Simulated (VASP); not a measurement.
# GaN (P6_3mc) in VASP: single point with PBE

Aim: the single point of GaN with PBE.

All numbers are computed with VASP 6.6.1; they aren't measurements. Logs are shortened: lines on timing, memory, paths and dates and some standing lists are left out, and cuts for length are marked.

## 1. The cell of the first run

It takes space group P6_3mc (No. 186, hexagonal). Conventional cell: a = 3.180 Å, b = 3.180 Å, c = 5.166 Å, α = 90.00°, β = 90.00°, γ = 120.00°. Ga (site symmetry 3m) has 4 N at 1.94 to 1.95 Å within 2.6 Å. Within 2.6 Å of N (site symmetry 3m) lie 4 Ga at 1.94 to 1.95 Å.

## 2. Single point, PBE

INCAR

```
  PREC = Accurate
  ENCUT = 520
  EDIFF = 1E-6
  ISMEAR = 0
  SIGMA = 0.01
  LREAL = F
  LASPH = T
  NELM = 60
  ALGO = Normal
  ISIF = 2
  LWAVE = F
  LCHARG = F
  GGA = PE
  NBANDS = 26
```

KPOINTS

```
Automatic mesh
0
Gamma
  8 8 4
```

POSCAR

```
GaN
1.0
    3.1800000000      0.0000000000      0.0000000000
   -1.5900000000      2.7539607800      0.0000000000
    0.0000000000      0.0000000000      5.1660000000
Ga N
2 2
Direct
    0.3333333300      0.6666666700      0.0000000000
    0.6666666700      0.3333333300      0.5000000000
    0.3333333300      0.6666666700      0.3750000000
    0.6666666700      0.3333333300      0.8750000000
```

Potentials or basis: VASP PAW PBE potentials, release 64 (Ga_d, N).

The run is started by

```bash
$ cat potpaw_PBE.64/Ga_d/POTCAR potpaw_PBE.64/N/POTCAR > POTCAR
$ mpirun -np 1 vasp_std > vasp.out
```

OUTCAR:

```text
PREC = Accurate
   ENCUT = 520
   EDIFF = 1E-6
   ISMEAR = 0
   LREAL = F
   LASPH = T
   NELM = 60
   ISIF = 2
   GGA = PE

 ion  position               nearest neighbor table
   1  0.333  0.667  0.000-   3 1.94   4 1.95   4 1.95   4 1.95
   2  0.667  0.333  0.500-   4 1.94   3 1.95   3 1.95   3 1.95
   3  0.333  0.667  0.375-   1 1.94   2 1.95   2 1.95   2 1.95
   4  0.667  0.333  0.875-   2 1.94   1 1.95   1 1.95   1 1.95

  LATTYP: Found a hexagonal cell.
 ALAT       =     3.1800000000
 C/A-ratio  =     1.6245283019

  Lattice vectors:

 A1 = (   3.1800000000,   0.0000000000,   0.0000000000)
 A2 = (  -1.5900000000,   2.7539607800,   0.0000000000)
 A3 = (   0.0000000000,   0.0000000000,   5.1660000000)

Analysis of symmetry for initial positions (statically):
=====================================================================
 Subroutine PRICEL returns:
 Original cell was already a primitive cell.

 Routine SETGRP: Setting up the symmetry group for a
 hexagonal supercell.

 Subroutine GETGRP returns: Found 12 space group operations
 (whereof  6 operations were pure point group operations)
 out of a pool of 24 trial point group operations.

The static configuration has the point symmetry C_3v.
 The point group associated with its full space group is C_6v.

Analysis of symmetry for dynamics (positions and initial velocities):
=====================================================================
 Subroutine PRICEL returns:
 Original cell was already a primitive cell.

 Routine SETGRP: Setting up the symmetry group for a
 hexagonal supercell.

 Subroutine GETGRP returns: Found 12 space group operations
 (whereof  6 operations were pure point group operations)
 out of a pool of 24 trial point group operations.

The dynamic configuration has the point symmetry C_3v.
 The point group associated with its full space group is C_6v.

 Subroutine INISYM returns: Found 12 space group operations
 (whereof  6 operations are pure point group operations),
 and found     1 'primitive' translations

----------------------------------------------------------------------------------------

                                     Primitive cell

  volume of cell :      45.2417

  direct lattice vectors                    reciprocal lattice vectors
     3.180000000  0.000000000  0.000000000     0.314465409  0.181556689  0.000000000
    -1.590000000  2.753960780  0.000000000     0.000000000  0.363113377  0.000000000
     0.000000000  0.000000000  5.166000000     0.000000000  0.000000000  0.193573364

  length of vectors
     3.180000000  3.179999997  5.166000000     0.363113377  0.363113377  0.193573364

  position of ions in fractional coordinates (direct lattice)
     0.333333330  0.666666670  0.000000000
     0.666666670  0.333333330  0.500000000
     0.333333330  0.666666670  0.375000000
     0.666666670  0.333333330  0.875000000

  ion indices of the primitive-cell ions
   primitive index   ion index
                 1           1
                 2           2
                 3           3
                 4           4

----------------------------------------------------------------------------------------

 KPOINTS: Automatic mesh

Automatic generation of k-mesh.
 Grid dimensions read from file:
 generate k-points for:    8    8    4

 Generating k-lattice:

  Cartesian coordinates                     Fractional coordinates (reciprocal lattice)
     0.039308176  0.022694586  0.000000000     0.125000000  0.000000000  0.000000000
     0.000000000  0.045389172  0.000000000     0.000000000  0.125000000  0.000000000
     0.000000000  0.000000000  0.048393341     0.000000000  0.000000000  0.250000000

  Length of vectors
     0.045389172  0.045389172  0.048393341

  Shift w.r.t. Gamma in fractional coordinates (k-lattice)
     0.000000000  0.000000000  0.000000000

 Subroutine IBZKPT returns following result:
 ===========================================

 Found     30 irreducible k-points:

 Following reciprocal coordinates:
            Coordinates               Weight
  0.000000  0.000000  0.000000      1.000000
  0.125000  0.000000  0.000000      6.000000
  0.250000  0.000000  0.000000      6.000000
  0.375000 -0.000000  0.000000      6.000000
  0.500000  0.000000  0.000000      3.000000
  0.125000  0.125000  0.000000      6.000000
[... 16 lines left out ...]
  0.250000  0.000000  0.500000      6.000000
  0.375000 -0.000000  0.500000      6.000000
 [... further k-points ...]
   k-points           NKPTS =     30   k-points in BZ     NKDIM =     30   number of bands    NBANDS=     26
   number of dos      NEDOS =    301   number of ions     NIONS =      4
   total plane-waves  NPLWV =  23040
   dimension x,y,z NGX =    24 NGY =   24 NGZ =   40
   dimension x,y,z NGXF=    48 NGYF=   48 NGZF=   80
   ions per type =               2   2
   NGX,Y,Z   is equivalent  to a cutoff of  12.55, 12.55, 12.87 a.u.
   NGXF,Y,Z  is equivalent  to a cutoff of  25.09, 25.09, 25.74 a.u.
 SYSTEM =  unknown system
   PREC   = accura    normal or accurate (medium, high low for compatibility)
   ISTART =      0    job   : 0-new  1-cont  2-samecut
   ICHARG =      2    charge: 1-file 2-atom 10-const
   ISPIN  =      1    spin polarized calculation?
   LNONCOLLINEAR =      F non collinear calculations
   LSORBIT =      F    spin-orbit coupling
   LASPH  =      T    aspherical Exc in radial PAW
   ENCUT  =  520.0 eV  38.22 Ry    6.18 a.u.   5.91  5.91  9.61*2*pi/ulx,y,z
   NELM   =     60;   NELMIN=  2; NELMDL= -5     # of ELM steps
   EDIFF  = 0.1E-05   stopping-criterion for ELM
   LREAL  =      F    real-space projection
   EDIFFG = 0.1E-04   stopping-criterion for IOM
   NSW    =      0    number of steps for IOM
   IBRION =     -1    ionic relax: 0-MD 1-quasi-New 2-CG
   NFREE  =      0    steps in history (QN), initial steepest desc. (CG)
   ISIF   =      2    stress and relaxation
   ISYM   =      2    0-nonsym 1-usesym 2-fastsym
   POTIM  = 0.5000    time-step for ionic-motion
   TEBEG  =    0.0;   TEEND  =   0.0 temperature during run
   PSTRESS=    0.0 pullay stress
   NELECT =      36.0000    total number of electrons
   NUPDOWN=      -1.0000    fix difference up-down
   EMIN   =  10.00;   EMAX   =-10.00  energy-range for DOS
   EFERMI =   0.00;   METHOD = LEGACY
   ISMEAR =     0;   SIGMA  =   0.01  broadening in eV -4-tet -1-fermi 0-gaus
   EFERMI_NEDOS =   21; number of points for ismear=-14 and -15
   IALGO  =     38    algorithm
   IMIX   =      4    mixing-type and parameters
     AMIX     =   0.40;   BMIX     =  1.00
     AMIX_MAG =   1.60;   BMIX_MAG =  1.00
  volume/ion in A,a.u.               =      11.31        76.33
  Fermi-wavevector in a.u.,A,eV,Ry     =   1.517036  2.866782 31.312427  2.301398
  Thomas-Fermi vector in A             =   2.626345
   LORBIT       =      0    0 simple, 1 ext, 2 COOP (PROOUT), +10 PAW based schemes
   GGA     = PE    functional components
   LHFCALC =     F    Hartree Fock is set to
   AEXX    =    0.0000 exact exchange contribution
   IVDW    =     0    specifies the selected vdW correction
   LEPSILON=     F    determine dielectric tensor
   LRPA    =     F    only Hartree local field effects (RPA)
 non-spin polarized calculation
 Gauss-broadening in eV      SIGMA  =   0.01
  energy-cutoff  :      520.00
  volume of cell :       45.24
 maximum number of plane-waves:      1236
 NGX is ok and might be reduce to    24
   NGX = 11   NGY = 11   NGZ = 19

 number of electron      36.0000002 magnetization

 Free energy of the ion-electron system (eV)
  ---------------------------------------------------
  ext. energy  EPLUGINS =         0.00000000
  ---------------------------------------------------
  free energy    TOTEN  =       -24.28455401 eV

  energy without entropy =      -24.28455401  energy(sigma->0) =      -24.28455401

 E-fermi :   5.5176     XC(G=0): -11.7221

 val. band max:        5.4324368401   @ k =   0.0000   0.0000   0.0000
 cond. band min:       7.4051314623   @ k =   0.0000   0.0000   0.0000
 fundamental gap:      1.9726946222
 Fermi energy:         5.5176365073

 k-point     1 :       0.0000    0.0000    0.0000
  band No.  band energies     occupation
      1     -10.6377      2.00000
      2      -9.6777      2.00000
      3      -8.0238      2.00000
      4      -8.0024      2.00000
      5      -8.0024      2.00000
      6      -7.9378      2.00000
[... 18 lines left out ...]
     25      17.2023      0.00000
     26      17.2023      0.00000

 k-point     2 :       0.1250    0.0000    0.0000
  band No.  band energies     occupation
      1     -10.4856      2.00000
      2      -9.6398      2.00000
      3      -8.0040      2.00000
      4      -7.9810      2.00000
      5      -7.9573      2.00000
      6      -7.9182      2.00000
[... 18 lines left out ...]
     25      16.7880      0.00000
     26      17.5206      0.00000

 k-point     3 :       0.2500    0.0000    0.0000
  band No.  band energies     occupation
      1     -10.1254      2.00000
      2      -9.5670      2.00000
      3      -7.9642      2.00000
      4      -7.9435      2.00000
      5      -7.8813      2.00000
      6      -7.8339      2.00000
[... 18 lines left out ...]
     25      16.9451      0.00000
     26      18.2079      0.00000

 k-point     4 :       0.3750   -0.0000    0.0000
  band No.  band energies     occupation
      1      -9.8077      2.00000
      2      -9.5204      2.00000
      3      -7.9504      2.00000
      4      -7.9296      2.00000
      5      -7.8440      2.00000
      6      -7.7833      2.00000
[... 18 lines left out ...]
     25      17.3888      0.00000
     26      18.8214      0.00000
[... 496 lines left out ...]
      1      -9.9566      2.00000
      2      -9.9566      2.00000
      3      -7.9655      2.00000
      4      -7.9655      2.00000
      5      -7.9531      2.00000
      6      -7.9531      2.00000
[... 18 lines left out ...]
     25      16.2761      0.00000
     26      16.2761      0.00000

 k-point    23 :       0.2500    0.0000    0.5000
  band No.  band energies     occupation
      1      -9.7515      2.00000
      2      -9.7515      2.00000
      3      -7.9399      2.00000
      4      -7.9399      2.00000
      5      -7.8910      2.00000
      6      -7.8910      2.00000
[... 18 lines left out ...]
     25      17.0718      0.00000
     26      17.0718      0.00000

 k-point    24 :       0.3750   -0.0000    0.5000
  band No.  band energies     occupation
      1      -9.5978      2.00000
      2      -9.5978      2.00000
      3      -7.9483      2.00000
      4      -7.9483      2.00000
      5      -7.8416      2.00000
      6      -7.8416      2.00000
[... 18 lines left out ...]
     25      17.5726      0.00000
     26      17.5726      0.00000

 [... further k-points ...]
[... 5 lines left out ...]
  --------------------------------------------------------------------------------------
  -------------------------------------------------------------------------------------
  Total        1.8708823      1.8708823      2.4791437      0.0000000     -0.0000000      0.0000000
  in kB       66.2548644     66.2548642     87.7956509      0.0000000     -0.0000000      0.0000000
  external PRESSURE =      73.4351265 kB  Pullay stress =       0.0000000 kB

 VOLUME and BASIS-vectors are now :
 -----------------------------------------------------------------------------
  energy-cutoff  :      520.00
  volume of cell :       45.24
      direct lattice vectors                 reciprocal lattice vectors
     3.180000000  0.000000000  0.000000000     0.314465409  0.181556689  0.000000000
    -1.590000000  2.753960780  0.000000000     0.000000000  0.363113377  0.000000000
     0.000000000  0.000000000  5.166000000     0.000000000  0.000000000  0.193573364

 POSITION                                       TOTAL-FORCE (eV/Angst)
 -----------------------------------------------------------------------------------
     -0.00000      1.83597      0.00000        -0.000000     -0.000000     -0.134424
      1.59000      0.91799      2.58300         0.000000     -0.000000     -0.134424
     -0.00000      1.83597      1.93725         0.000000      0.000000      0.134424
      1.59000      0.91799      4.52025        -0.000000     -0.000000      0.134424
 -----------------------------------------------------------------------------------
    total drift:                               -0.000011      0.000005     -0.000272

  FREE ENERGIE OF THE ION-ELECTRON SYSTEM (eV)
  ---------------------------------------------------
  free  energy   TOTEN  =       -24.2845540119 eV

  energy  without entropy=      -24.2845540119  energy(sigma->0) =      -24.28455401
```

It took 28 s on 1 thread of AMD EPYC 7R13 (Zen 3), shared host; peak memory 0.14 GiB.

What came out:

```yaml
Free_energy: -24.2846 eV
Pressure: 7.3 GPa
Largest_force: 0.134 eV/Å
Band_gap_on_the_k_mesh: 1.97 eV, direct
```

Forces on the atoms (eV/Å):
```
Ga   0.000  0.000 -0.134
Ga   0.000  0.000 -0.134
N    0.000  0.000  0.134
N    0.000  0.000  0.134
```

As with any semilocal functional, this PBE gap is likely too small.
